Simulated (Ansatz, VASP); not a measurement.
**Two plane-wave programs on SnSe**

The input POSCAR:

```
SnSe
1.0
    0.0000000000      3.0299343558      3.0299343558
    3.0299343558      0.0000000000      3.0299343558
    3.0299343558      3.0299343558      0.0000000000
Sn Se
1 1
Direct
    0.0000000000      0.0000000000      0.0000000000
    0.5000000000      0.5000000000      0.5000000000
```

File INCAR.step1:

```
  PREC = Accurate
  ENCUT = 520
  ISMEAR = 0
  SIGMA = 0.02
  LREAL = False
  LASPH = True
  NELM = 150
  ISPIN = 2
  MAGMOM = 0.5 0
  NBANDS = 21
  GGA = PE
  ALGO = Normal
  EDIFF = 1E-4
  LWAVE = True
  LCHARG = False
```

INCAR.step2

```
  PREC = Accurate
  ENCUT = 520
  EDIFF = 1E-6
  ISMEAR = 0
  SIGMA = 0.02
  LREAL = False
  LASPH = True
  NELM = 150
  ALGO = Normal
  ISIF = 2
  LWAVE = False
  LCHARG = False
  ISPIN = 2
  MAGMOM = 0.5 0
  LORBIT = 11
  METAGGA = R2SCAN
  LMIXTAU = True
  NBANDS = 21
  ISTART = 1
```

File KPOINTS:

```
regular mesh
0
Gamma
  8 8 8
```

File input.yaml:

```yaml
crystal:
  lattice:
    - [0.0, 3.0299343558, 3.0299343558]
    - [3.0299343558, 0.0, 3.0299343558]
    - [3.0299343558, 3.0299343558, 0.0]
  atoms:
    - { symbol: Sn, position: [0.0, 0.0, 0.0], spin: 0.5 }
    - { symbol: Se, position: [0.5, 0.5, 0.5] }
hamiltonian:
  xc: r2scan
  pseudopotentials: { kind: nc, accuracy: stringent }
magnetization:
  spin_polarized: true
kpoints:
  mp_grid: { grid: [8, 8, 8] }
scf:
  occupations: { method: gaussian, width: 0.02 }
output:
  forces: true
  stress: true
  eigenvalues: true
```

Alike in both runs: task single point; functional r2SCAN; k mesh 8 × 8 × 8; occupations gaussian, width 0.02 eV; collinear spin.

|  | VASP | Ansatz |
| --- | --- | --- |
| version | VASP 6.6.1 | Ansatz 0.2.0 |
| potentials or method | VASP PAW PBE potentials, release 64 (Sn_d, Se) | PseudoDojo stringent (PBE files) |
| plane-wave cutoff (eV) | 520 | 1415 |
| valence electrons in the cell | 20 | 46 |

Ansatz gave:

```
gap on the k mesh at the Fermi level (eV) : 0.33
least direct gap on the mesh (eV)         : 0.33
pressure (GPa)                            : -1.2
net moment per atom (μB)                  : 0.00
```

Task: Which values does VASP return?

Result: gap on the k mesh at the Fermi level (eV): 0.37; least direct gap on the mesh (eV): 0.37; pressure (GPa): -1.1; net moment per atom (μB): 0.00.

VASP's potentials were made for PBE, not for r2SCAN. VASP's potentials hold 20 valence electrons a cell and Ansatz's 46, so a difference there can come from the potentials and not from the codes.

Noted on Ansatz's run: the meta-GGA runs on potentials made for a GGA.
